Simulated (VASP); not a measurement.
Write the native input for VASP 6.6.1 that does the following.

```
Task                   : relaxation of cell and atoms
Functional             : PBE
Potentials or basis    : VASP PAW PBE potentials, release 64 (Li_sv, Tm_3, H), 4f in core
Cutoff                 : 750 eV
k mesh                 : 6 × 6 × 4
Occupations            : gaussian, width 0.1 eV
Spin                   : no spin polarisation
Dipole correction      : no
Further INCAR settings : ALGO = Normal; EDIFF = 1e-07; IBRION = 2; EDIFFG = -0.04; NSW = 90; ISIF = 3
```

The structure of LiTmH4 lies in POSCAR:

```
LiTmH4
1.0
    3.4666737001      0.0000000000      0.0000000000
    1.6727194449      3.0753983783      0.0000000000
    1.0213631623      0.5931677355      5.5896080887
Li Tm H
1 1 4
Direct
    0.5202927220      0.0013272086      0.0024514322
    0.9560571122      0.4615205702      0.5631018105
    0.2736292882      0.7432531424      0.7213646391
    0.6181455610      0.1052900322      0.6149754751
    0.8859697368      0.3708083846      0.9422497976
    0.3436502497      0.8423052220      0.3389348356
```

The cell was generated, and may not be a known phase.

These files were run (other wordings do the same):

INCAR

```
PREC     = Accurate       # precision mode
ENCUT    = 750            # plane-wave cutoff, eV
EDIFF    = 1E-7           # SCF threshold, eV
ISMEAR   = 0              # smearing method
SIGMA    = 0.1            # smearing width, eV
LREAL    = F              # projectors in reciprocal space
LASPH    = T              # aspherical terms in the spheres
NELM     = 200            # most SCF steps
ALGO     = Normal         # electronic algorithm
ISIF     = 3              # what is computed and relaxed
LWAVE    = F              # write WAVECAR
LCHARG   = F              # write CHGCAR
GGA      = PE             # functional
IBRION   = 2              # ionic algorithm
NSW      = 90             # ionic steps
EDIFFG   = -0.04          # ionic threshold
GGA_COMPAT= F            
NELMIN   = 4            
LMAXMIX  = 6              # l up to which the mixer works
```

KPOINTS

```
Automatic mesh
0
Gamma
  6 6 4
```

Potentials or basis: VASP PAW PBE potentials, release 64 (Li_sv, Tm_3, H), 4f in core.

Command:

```console
$ cat potpaw_PBE.64/Li_sv/POTCAR potpaw_PBE.64/Tm_3/POTCAR potpaw_PBE.64/H/POTCAR > POTCAR
$ mpirun -np 1 vasp_std > vasp.out
```

It gave:

```
Relaxed volume                        : 9.89 Å³/atom
Relaxed cell                          : a = 3.505 Å, b = 3.505 Å, c = 5.898 Å, α = 73.59°, β = 73.29°, γ = 60.16°
Space group after relaxing (to 0.1 Å) : Cm (No. 8)
Energy gained by relaxing             : 8.9 meV/atom
Ionic steps                           : 18
Pressure after relaxing               : 0.1 GPa
Largest force after relaxing          : 0.029 eV/Å
Band gap on the k mesh                : zero (bands 8 and 9 overlap by 0.09 eV)
```

Caveat: spin-orbit coupling is left out, which moves the levels of the heavy elements; the 4f electrons are frozen in the core, so they carry no moment and show no levels.

Run time: 8.2 min on 1 thread of Intel(R) Xeon(R) 6975P-C (Granite Rapids) (shared host), peak memory 0.31 GiB.
